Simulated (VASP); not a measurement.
# SnO2 (C222_1) in VASP: a series of runs

SnO2 is run at these levels: PBEsol+D3(BJ); tasks: single point.

Everything below comes from runs of VASP 6.6.1. Logs are shortened: lines on timing, memory, paths and dates and some standing lists are left out, and cuts for length are marked.

## (1) The cell of the first run

Symmetry: C222_1, No. 20, orthorhombic system. Conventional cell: a = 3.152 Å, b = 5.459 Å, c = 10.029 Å, α = 90.00°, β = 90.00°, γ = 90.00°. Sn (site symmetry 2) has 6 O at 2.07 to 2.08 Å within 2.7 Å. Within 2.8 Å of O (site symmetry 1) lie 3 Sn at 2.07 to 2.08 Å and 3 O at 2.70 Å.

## (2) Single point, PBEsol+D3(BJ) (atoms displaced along a vibrational mode, the cell strained)

Input file INCAR:

```
ALGO     = Normal         # electronic algorithm
EDIFF    = 1E-6           # SCF threshold, eV
ENCUT    = 520            # plane-wave cutoff, eV
GGA      = PS             # functional
ISIF     = 2              # what is computed and relaxed
ISMEAR   = 0              # smearing method
IVDW     = 12             # dispersion correction
LASPH    = T              # aspherical terms in the spheres
LCHARG   = F              # write CHGCAR
LREAL    = F              # projectors in reciprocal space
LWAVE    = F              # write WAVECAR
NBANDS   = 35             # bands
NELM     = 100            # most SCF steps
PREC     = Accurate       # precision mode
SIGMA    = 0.05           # smearing width, eV
```

Input file KPOINTS:

```
k-points
0
Gamma
  12 12 4
```

Input file POSCAR:

```
SnO2
1.0
    3.1515650761      0.0000000000      0.0000000000
   -1.5757825380      2.7293354175      0.0000000000
    0.0000000000      0.0000000000     10.0294849332
Sn O
2 4
Direct
   -0.1948457596      0.0000000000      0.5000000000
    0.1948457596      0.0000000000      0.0000000000
    0.4690545010      0.3333333333      0.4003665319
    0.8642788324      0.3333333333      0.0996334681
    0.1357211676      0.6666666667      0.5996334681
    0.5309454990      0.6666666667      0.9003665319
```

Potentials or basis: VASP PAW PBE potentials, release 64 (Sn_d, O).

Started as:

```sh
$ cat potpaw_PBE.64/Sn_d/POTCAR potpaw_PBE.64/O/POTCAR > POTCAR
$ mpirun -np 1 vasp_std > vasp.out
```

OUTCAR:

```text
EDIFF = 1E-6
   ENCUT = 520
   GGA = PS
   ISIF = 2
   ISMEAR = 0
   IVDW = 12
   LASPH = T
   LREAL = F
   NELM = 100
   PREC = Accurate
 IVDW          = 12

 ion  position               nearest neighbor table
   1  0.805  0.000  0.500-   5 2.07   3 2.07   3 2.08   5 2.08   3 2.08   5 2.08
   2  0.195  0.000  0.000-   4 2.07   6 2.07   6 2.08   4 2.08   6 2.08   4 2.08
   3  0.469  0.333  0.400-   1 2.07   1 2.08   1 2.08
   4  0.864  0.333  0.100-   2 2.07   2 2.08   2 2.08
   5  0.136  0.667  0.600-   1 2.07   1 2.08   1 2.08
   6  0.531  0.667  0.900-   2 2.07   2 2.08   2 2.08

  LATTYP: Found a hexagonal cell.
 ALAT       =     3.1515650761
 C/A-ratio  =     3.1823823056

  Lattice vectors:

 A1 = (   3.1515650761,   0.0000000000,   0.0000000000)
 A2 = (  -1.5757825380,   2.7293354175,   0.0000000000)
 A3 = (   0.0000000000,   0.0000000000,  10.0294849332)

Analysis of symmetry for initial positions (statically):
=====================================================================
 Subroutine PRICEL returns:
 Original cell was already a primitive cell.

 Routine SETGRP: Setting up the symmetry group for a
 hexagonal supercell.

 Subroutine GETGRP returns: Found  4 space group operations
 (whereof  2 operations were pure point group operations)
 out of a pool of 24 trial point group operations.

The static configuration has the point symmetry C_2 .
 The point group associated with its full space group is D_2 .

Analysis of symmetry for dynamics (positions and initial velocities):
=====================================================================
 Subroutine PRICEL returns:
 Original cell was already a primitive cell.

 Routine SETGRP: Setting up the symmetry group for a
 hexagonal supercell.

 Subroutine GETGRP returns: Found  4 space group operations
 (whereof  2 operations were pure point group operations)
 out of a pool of 24 trial point group operations.

The dynamic configuration has the point symmetry C_2 .
 The point group associated with its full space group is D_2 .

 Subroutine INISYM returns: Found  4 space group operations
 (whereof  2 operations are pure point group operations),
 and found     1 'primitive' translations

----------------------------------------------------------------------------------------

                                     Primitive cell

  volume of cell :      86.2704

  direct lattice vectors                    reciprocal lattice vectors
     3.151565076  0.000000000  0.000000000     0.317302666  0.183194779  0.000000000
    -1.575782538  2.729335418  0.000000000     0.000000000  0.366389559  0.000000000
     0.000000000  0.000000000 10.029484933     0.000000000  0.000000000  0.099706017

  length of vectors
     3.151565076  3.151565076 10.029484933     0.366389559  0.366389559  0.099706017

  position of ions in fractional coordinates (direct lattice)
     0.805154240  0.000000000  0.500000000
     0.194845760  0.000000000  0.000000000
     0.469054501  0.333333333  0.400366532
     0.864278832  0.333333333  0.099633468
     0.135721168  0.666666667  0.599633468
     0.530945499  0.666666667  0.900366532

  ion indices of the primitive-cell ions
   primitive index   ion index
                 1           1
                 2           2
                 3           3
                 4           4
                 5           5
                 6           6

----------------------------------------------------------------------------------------

 KPOINTS: k-points

Automatic generation of k-mesh.
 Grid dimensions read from file:
 generate k-points for:   12   12    4

 Generating k-lattice:

  Cartesian coordinates                     Fractional coordinates (reciprocal lattice)
     0.026441889  0.015266232  0.000000000     0.083333333 -0.000000000  0.000000000
     0.000000000  0.030532463  0.000000000     0.000000000  0.083333333  0.000000000
     0.000000000  0.000000000  0.024926504     0.000000000  0.000000000  0.250000000

  Length of vectors
     0.030532463  0.030532463  0.024926504

  Shift w.r.t. Gamma in fractional coordinates (k-lattice)
     0.000000000  0.000000000  0.000000000

 Subroutine IBZKPT returns following result:
 ===========================================

 Found    129 irreducible k-points:

 Following reciprocal coordinates:
            Coordinates               Weight
  0.000000  0.000000  0.000000      1.000000
  0.083333  0.000000  0.000000      4.000000
  0.000000  0.083333  0.000000      2.000000
  0.166667 -0.000000  0.000000      4.000000
  0.000000  0.166667  0.000000      2.000000
  0.250000  0.000000  0.000000      4.000000
[... 16 lines left out ...]
 -0.083333  0.416667  0.000000      4.000000
 -0.416667  0.333333  0.000000      4.000000
 [... further k-points ...]
   k-points           NKPTS =    129   k-points in BZ     NKDIM =    129   number of bands    NBANDS=     35
   number of dos      NEDOS =    301   number of ions     NIONS =      6
   total plane-waves  NPLWV =  46080
   dimension x,y,z NGX =    24 NGY =   24 NGZ =   80
   dimension x,y,z NGXF=    48 NGYF=   48 NGZF=  160
   ions per type =               2   4
   NGX,Y,Z   is equivalent  to a cutoff of  12.66, 12.66, 13.26 a.u.
   NGXF,Y,Z  is equivalent  to a cutoff of  25.32, 25.32, 26.52 a.u.
 SYSTEM =  unknown system
   PREC   = accura    normal or accurate (medium, high low for compatibility)
   ISTART =      0    job   : 0-new  1-cont  2-samecut
   ICHARG =      2    charge: 1-file 2-atom 10-const
   ISPIN  =      1    spin polarized calculation?
   LNONCOLLINEAR =      F non collinear calculations
   LSORBIT =      F    spin-orbit coupling
   LASPH  =      T    aspherical Exc in radial PAW
   ENCUT  =  520.0 eV  38.22 Ry    6.18 a.u.   5.86  5.86 18.65*2*pi/ulx,y,z
   NELM   =    100;   NELMIN=  2; NELMDL= -5     # of ELM steps
   EDIFF  = 0.1E-05   stopping-criterion for ELM
   LREAL  =      F    real-space projection
   EDIFFG = 0.1E-04   stopping-criterion for IOM
   NSW    =      0    number of steps for IOM
   IBRION =     -1    ionic relax: 0-MD 1-quasi-New 2-CG
   NFREE  =      0    steps in history (QN), initial steepest desc. (CG)
   ISIF   =      2    stress and relaxation
   ISYM   =      2    0-nonsym 1-usesym 2-fastsym
   POTIM  = 0.5000    time-step for ionic-motion
   TEBEG  =    0.0;   TEEND  =   0.0 temperature during run
   PSTRESS=    0.0 pullay stress
   NELECT =      52.0000    total number of electrons
   NUPDOWN=      -1.0000    fix difference up-down
   EMIN   =  10.00;   EMAX   =-10.00  energy-range for DOS
   EFERMI =   0.00;   METHOD = LEGACY
   ISMEAR =     0;   SIGMA  =   0.05  broadening in eV -4-tet -1-fermi 0-gaus
   EFERMI_NEDOS =   21; number of points for ismear=-14 and -15
   IALGO  =     38    algorithm
   IMIX   =      4    mixing-type and parameters
     AMIX     =   0.40;   BMIX     =  1.00
     AMIX_MAG =   1.60;   BMIX_MAG =  1.00
  volume/ion in A,a.u.               =      14.38        97.03
  Fermi-wavevector in a.u.,A,eV,Ry     =   1.382893  2.613289 26.019698  1.912394
  Thomas-Fermi vector in A             =   2.507542
   LORBIT       =      0    0 simple, 1 ext, 2 COOP (PROOUT), +10 PAW based schemes
   GGA     = PS    functional components
   LHFCALC =     F    Hartree Fock is set to
   AEXX    =    0.0000 exact exchange contribution
   IVDW    =    12    specifies the selected vdW correction
   LEPSILON=     F    determine dielectric tensor
   LRPA    =     F    only Hartree local field effects (RPA)
 non-spin polarized calculation
 Gauss-broadening in eV      SIGMA  =   0.05
  energy-cutoff  :      520.00
  volume of cell :       86.27
 maximum number of plane-waves:      2346
   NGX = 11   NGY = 11   NGZ = 37

 number of electron      52.0000008 magnetization

 Free energy of the ion-electron system (eV)
  ---------------------------------------------------
  ext. energy  EPLUGINS =         0.00000000
  ---------------------------------------------------
  free energy    TOTEN  =       -38.50461444 eV

  energy without entropy =      -38.50461444  energy(sigma->0) =      -38.50461444

 E-fermi :   3.4182     XC(G=0): -10.0992

 val. band max:        3.1490496404   @ k =  -0.1667   0.4167   0.0000
 cond. band min:       5.5932650625   @ k =   0.0000   0.0000   0.0000
 fundamental gap:      2.4442154222
 Fermi energy:         3.4182388935

 k-point     1 :       0.0000    0.0000    0.0000
  band No.  band energies     occupation
      1     -16.8215      2.00000
      2     -16.8182      2.00000
      3     -16.4666      2.00000
      4     -16.4666      2.00000
      5     -16.4664      2.00000
      6     -16.4663      2.00000
[... 27 lines left out ...]
     34      14.8286      0.00000
     35      14.8754      0.00000

 k-point     2 :       0.0833    0.0000    0.0000
  band No.  band energies     occupation
      1     -16.7784      2.00000
      2     -16.7757      2.00000
      3     -16.5416      2.00000
      4     -16.5407      2.00000
      5     -16.4471      2.00000
      6     -16.4471      2.00000
[... 27 lines left out ...]
     34      14.9993      0.00000
     35      15.0376      0.00000

 k-point     3 :       0.0000    0.0833    0.0000
  band No.  band energies     occupation
      1     -16.7785      2.00000
      2     -16.7757      2.00000
      3     -16.5422      2.00000
      4     -16.5410      2.00000
      5     -16.4467      2.00000
      6     -16.4466      2.00000
[... 27 lines left out ...]
     34      14.9661      0.00000
     35      15.0184      0.00000

 k-point     4 :       0.1667   -0.0000    0.0000
  band No.  band energies     occupation
      1     -16.8054      2.00000
      2     -16.8025      2.00000
      3     -16.6030      2.00000
      4     -16.6015      2.00000
      5     -16.3982      2.00000
      6     -16.3982      2.00000
[... 27 lines left out ...]
     34      15.1515      0.00000
     35      15.4205      0.00000

 k-point     5 :       0.0000    0.1667    0.0000
  band No.  band energies     occupation
      1     -16.8061      2.00000
      2     -16.8028      2.00000
      3     -16.6032      2.00000
      4     -16.6012      2.00000
      5     -16.3977      2.00000
      6     -16.3976      2.00000
[... 638 lines left out ...]
 k-point    22 :       0.3333    0.0833    0.0000
  band No.  band energies     occupation
      1     -17.3387      2.00000
      2     -17.3352      2.00000
      3     -16.4357      2.00000
      4     -16.4348      2.00000
      5     -16.3589      2.00000
      6     -16.3586      2.00000
[... 27 lines left out ...]
     34      15.3040      0.00000
     35      15.3652      0.00000

 k-point    23 :      -0.0833    0.4167    0.0000
  band No.  band energies     occupation
      1     -17.3401      2.00000
      2     -17.3345      2.00000
      3     -16.4352      2.00000
      4     -16.4344      2.00000
      5     -16.3582      2.00000
      6     -16.3576      2.00000
[... 27 lines left out ...]
     34      15.2629      0.00000
     35      15.4193      0.00000

 k-point    24 :      -0.4167    0.3333    0.0000
  band No.  band energies     occupation
      1     -17.3384      2.00000
      2     -17.3354      2.00000
      3     -16.4354      2.00000
      4     -16.4348      2.00000
      5     -16.3587      2.00000
      6     -16.3585      2.00000
[... 27 lines left out ...]
     34      15.2670      0.00000
     35      15.4299      0.00000

 [... further k-points ...]

------------------------ aborting loop because EDIFF is reached ----------------------------------------

 Edisp (eV)   -0.94875

 E8    (eV) :    -0.5975

  FORCE on cell =-STRESS in cart. coord.  units (eV):
  Direction    XX          YY          ZZ          XY          YZ          ZX
  --------------------------------------------------------------------------------------
  -------------------------------------------------------------------------------------
  Total       3.38118     3.14734     0.61448     0.00000     0.00000     0.00000
  in kB      62.79391    58.45098    11.41184     0.00000     0.00000     0.00000
  external pressure =       44.22 kB  Pullay stress =        0.00 kB

 VOLUME and BASIS-vectors are now :
 -----------------------------------------------------------------------------
  energy-cutoff  :      520.00
  volume of cell :       86.27
      direct lattice vectors                 reciprocal lattice vectors
     3.151565076  0.000000000  0.000000000     0.317302666  0.183194779  0.000000000
    -1.575782538  2.729335418  0.000000000     0.000000000  0.366389559  0.000000000
     0.000000000  0.000000000 10.029484933     0.000000000  0.000000000  0.099706017

 POSITION                                       TOTAL-FORCE (eV/Angst)
 -----------------------------------------------------------------------------------
      2.53750      0.00000      5.01474        -0.157092      0.000000      0.000000
      0.61407      0.00000      0.00000         0.157092      0.000000      0.000000
      0.95299      0.90978      4.01547         0.054425     -0.008370     -0.429329
      2.19857      0.90978      0.99927        -0.054425     -0.008370      0.429329
     -0.62279      1.81956      6.01401         0.054425      0.008370      0.429329
      0.62279      1.81956      9.03021        -0.054425      0.008370     -0.429329
 -----------------------------------------------------------------------------------
    total drift:                               -0.000000     -0.000000     -0.000000

  FREE ENERGIE OF THE ION-ELECTRON SYSTEM (eV)
  ---------------------------------------------------
  free  energy   TOTEN  =       -39.4533615172 eV

  energy  without entropy=      -39.4533615172  energy(sigma->0) =      -39.45336152
```

Wall time 3.7 min (1 thread of Intel Xeon 6975P-C (Granite Rapids), shared host); peak memory 0.42 GiB.

Results:

```yaml
Free_energy: -39.4534 eV
Pressure: 4.4 GPa
Largest_force: 0.433 eV/Å
Band_gap_on_the_k_mesh: 2.44 eV (least direct gap 2.82 eV)
Dispersion_energy_per_atom: -0.158 eV
```

Forces in eV/Å, atoms in the order of the input:
```
Sn  -0.157  0.000  0.000
Sn   0.157  0.000  0.000
O    0.054 -0.008 -0.429
O   -0.054 -0.008  0.429
O    0.054  0.008  0.429
O   -0.054  0.008 -0.429
```

Levels at points of the mesh, in eV from the valence-band top:
```
           k point  band 22  band 23  band 24  band 25  band 26  band 27  band 28  band 29  band 30  band 31
(0.00, 0.00, 0.00)    -0.84    -0.83    -0.81    -0.80    -0.38     2.44     3.46     5.80     6.02    11.11
(0.50, 0.00, 0.00)    -1.36    -0.50    -0.48    -0.37    -0.17     5.74     5.81     7.39     7.65    10.63
(0.00, 0.50, 0.00)    -1.24    -0.54    -0.52    -0.45    -0.02     5.72     5.86     7.21     7.95    10.30
(0.00, 0.00, 0.50)    -0.85    -0.82    -0.82    -0.81    -0.81     2.97     2.97     5.93     5.93    11.14
(0.50, 0.00, 0.50)    -1.42    -0.50    -0.50    -0.28    -0.28     5.79     5.79     7.50     7.50    10.84
(0.00, 0.50, 0.50)    -1.45    -0.49    -0.49    -0.25    -0.25     5.79     5.79     7.57     7.57    10.48
```

Caveat: the cell differs from its parent crystal (atoms displaced along a vibrational mode, the cell strained); the cell stands under pressure; the PAW data sets were made with another functional, which shifts forces and pressure a little; spin-orbit coupling is left out, which moves the levels of the heavy elements. A k mesh can miss the band edges.

## (3) Single point, PBEsol+D3(BJ) (atoms displaced along a vibrational mode, the cell strained)

Input file INCAR:

```
PREC = Accurate
ENCUT = 520
EDIFF = 1E-7
ISMEAR = 0
SIGMA = 0.05
LREAL = False
LASPH = True
NELM = 80
ALGO = Normal
ISIF = 2
LWAVE = False
LCHARG = False
GGA = PS
IVDW = 12
NBANDS = 35
```

Input file KPOINTS:

```
Automatic mesh
0
Gamma
  12 12 4
```

Input file POSCAR:

```
SnO2
1.0
    3.1515650761      0.0000000000      0.0000000000
   -1.5757825380      2.7293354175      0.0000000000
    0.0000000000      0.0000000000     10.0294849332
Sn O
2 4
Direct
   -0.0649382444      0.0000000000      0.5000000000
    0.0649382444      0.0000000000      0.0000000000
    0.6008064337      0.3333333333      0.4003665319
    0.7325268996      0.3333333333      0.0996334681
    0.2674731004      0.6666666667      0.5996334681
    0.3991935663      0.6666666667      0.9003665319
```

Potentials or basis: VASP PAW PBE potentials, release 64 (Sn_d, O).

Started as:

```sh
$ cat potpaw_PBE.64/Sn_d/POTCAR potpaw_PBE.64/O/POTCAR > POTCAR
$ mpirun -np 1 vasp_std > vasp.out
```

It took 3.4 min on 1 thread of Intel Xeon 6975P-C (Granite Rapids), shared host; peak memory 0.43 GiB.

Results (log left out):

| Item | Value |
| --- | --- |
| Free energy | -39.3956 eV |
| Pressure | 4.7 GPa |
| Largest force | 0.382 eV/Å |
| Band gap on the k mesh | 2.32 eV (least direct gap 2.76 eV) |
| Dispersion energy per atom | -0.158 eV |

Forces in eV/Å, atoms in the order of the input:
```
Sn  -0.055  0.000  0.000
Sn   0.055  0.000  0.000
O   -0.003 -0.002 -0.382
O    0.003 -0.002  0.382
O   -0.003  0.002  0.382
O    0.003  0.002 -0.382
```

Stress tensor (GPa, compression positive):
```
5.85 0.00 0.00
0.00 5.77 0.00
0.00 0.00 2.41
```

Levels at points of the mesh, in eV from the valence-band top:
```tsv
k point	band 24	band 25	band 26	band 27	band 28	band 29
(0.00, 0.00, 0.00)	-0.92	-0.91	-0.44	2.32	3.34	5.56
(0.50, 0.00, 0.00)	-0.64	-0.57	-0.08	5.56	5.78	7.05
(0.00, 0.50, 0.00)	-0.63	-0.57	-0.06	5.56	5.78	7.03
(0.00, 0.00, 0.50)	-0.93	-0.93	-0.93	2.85	2.85	5.79
(0.50, 0.00, 0.50)	-0.60	-0.34	-0.34	5.67	5.67	7.41
(0.00, 0.50, 0.50)	-0.61	-0.33	-0.33	5.67	5.67	7.42
```

Caveat: the cell differs from its parent crystal (atoms displaced along a vibrational mode, the cell strained); the cell stands under pressure; the PAW data sets were made with another functional, which shifts forces and pressure a little; spin-orbit coupling is left out, which moves the levels of the heavy elements. A k mesh can miss the band edges.

(Continued in part 2 of 2.)
